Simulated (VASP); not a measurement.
A run of VASP 6.6.1:

The input INCAR:

```
PREC = Accurate
ENCUT = 520
EDIFF = 1E-7
ISMEAR = 0
SIGMA = 0.2
LREAL = False
LASPH = True
NELM = 80
ALGO = Normal
ISIF = 2
LWAVE = False
LCHARG = False
GGA = PE
NBANDS = 61
```

The input KPOINTS:

```
regular mesh
0
Gamma
  4 4 4
```

POSCAR

```
Si2Ge3
1.0
   -4.4414504356      4.4414504356      2.8080020417
    4.4414504356     -4.4414504356      2.8080020417
    4.4414504356      4.4414504356     -2.8080020417
Si Ge
4 6
Direct
    0.5993294172      0.8008605939      0.4003557244
    0.4005048695      0.1989736928      0.5996442756
    0.1991394061      0.5994951305      0.7984688233
    0.8010263072      0.4006705828      0.2015311767
    0.7500000000      0.2500000000      0.5000000000
    0.3561224332      0.0513057640      0.8991401933
    0.0000000000      0.0000000000      0.0000000000
    0.9486942360      0.8478344294      0.3048166693
    0.1521655706      0.4569822399      0.1008598067
    0.5430177601      0.6438775668      0.6951833307
```

Potentials or basis: VASP PAW PBE potentials, release 64 (Si, Ge_d).

Run with:

```sh
$ cat potpaw_PBE.64/Si/POTCAR potpaw_PBE.64/Ge_d/POTCAR > POTCAR
$ mpirun -np 1 vasp_std > vasp.out
```

Hardware: 1 thread of Intel Xeon 8259CL, on a shared host.

Question: Estimate the wall time of this run.

Answer: It took 10 min on 1 thread of Intel Xeon 8259CL, on a shared host, peak memory 0.47 GiB. Counts: scf iterations 16, k points 14.
